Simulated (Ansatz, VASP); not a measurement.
**One calculation of Pd, two programs**

```
Pd
1.0
     2.76256    0.00000    0.00000
    -1.38128    2.39245    0.00000
     0.00000    0.00000    9.11839
Pd
4
Cartesian
  1.3593 0.7867 6.8273
  -0.0140 0.0241 4.5702
  0.0044 1.6265 2.2956
  0.0089 -0.0064 -0.0098
```

Change from the starting cell: atoms moved at random, drawn with an rms of 0.05 Å.

Alike in both runs: task single point; functional PBEsol; k mesh 11 × 11 × 3; occupations fermi-dirac, width 0.05 eV; no spin polarisation.

```csv
,VASP,Ansatz
version,VASP 6.6.1,Ansatz 0.2.0
potentials or method,"VASP PAW PBE potentials, release 64 (Pd), cutoff 520 eV","all-electron LAPW, scalar-relativistic"
```

```tsv
	VASP	Ansatz	Ansatz less VASP
gap on the k mesh at the Fermi level (eV)	none	none	-
pressure (GPa)	-6.2	-6.0	+0.25
traceless stress, the component that is largest in VASP (GPa)	0.33	0.31	-0.016
rms of the force components (eV/Å)	0.063	0.064	+0.0013
```

VASP's potentials were made for PBE, not for PBEsol. Atom by atom the forces differ by 0.001 eV/Å (rms over components). A gap of «none» marks a metal or a gap that the smearing closes. Ansatz ran all-electron here, and VASP with PAW potentials.
